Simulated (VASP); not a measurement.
## Ge: single point with PBE

Ge:

```
CELL_PARAMETERS angstrom
1.93762 -6.45948 0.00000
1.93762 6.45948 0.00000
0.00000 0.00000 4.25910
ATOMIC_POSITIONS crystal
Ge 0.09261 0.90739 0.50000
Ge 0.90739 0.09261 0.50000
Ge 0.19040 0.80960 0.00000
Ge 0.80960 0.19040 0.00000
```

The cell was generated, and may not be a known phase.

```json
{"Program": "VASP 6.6.1", "Task": "single point", "Functional": "PBE", "Potentials or basis": "VASP PAW PBE potentials, release 64 (Ge_d)", "Cutoff": "520 eV", "k mesh": "6 × 6 × 4", "Occupations": "gaussian, width 0.1 eV", "Spin": "no spin polarisation", "Dipole correction": "no", "Further INCAR settings": "ALGO = Normal; EDIFF = 1e-06; NBANDS = 36"}
```

| Quantity | Value |
| --- | --- |
| Pressure | 0.1 GPa |
| Largest force | 0.011 eV/Å |
| Band gap on the k mesh | zero (bands 28 and 29 overlap by 2.29 eV) |

Forces in eV/Å, atoms in the order of the input:
```
Ge   0.000  0.004  0.000
Ge   0.000 -0.004  0.000
Ge   0.000  0.011  0.000
Ge   0.000 -0.011  0.000
```

Stress tensor (GPa, compression positive):
```
0.11 0.00 0.00
0.00 0.04 0.00
0.00 0.00 0.30
```

Levels at points of the mesh, in eV from the Fermi level:
```csv
k point,band 24,band 25,band 26,band 27,band 28,band 29,band 30,band 31,band 32,band 33
"(0.00, 0.00, 0.00)",-3.38,-1.63,-1.49,-1.28,-1.16,0.25,0.33,1.79,2.47,4.17
"(0.50, 0.00, 0.00)",-5.34,-2.71,-2.56,-2.33,-1.68,0.08,0.58,1.30,3.62,3.62
"(0.50, 0.50, 0.00)",-5.09,-2.92,-2.15,-1.85,0.55,0.68,1.82,1.86,1.92,4.27
"(0.00, 0.00, 0.50)",-6.97,-4.47,-3.36,-1.02,1.12,2.22,2.68,3.39,4.24,4.49
"(0.50, 0.00, 0.50)",-7.38,-3.66,-3.26,-3.07,-2.26,-0.15,1.43,1.76,2.38,5.40
"(0.50, 0.50, 0.50)",-7.40,-2.51,-1.92,-1.04,-0.13,0.61,0.90,3.24,3.41,4.54
```

Run time: 97 s on 1 thread of Intel(R) Xeon(R) 6975P-C (Granite Rapids), with other jobs on the host, peak memory 0.3 GiB.

Caveat: the k points lie up to 0.37 Å⁻¹ apart, too coarse for converged energies and pressures of a metal.
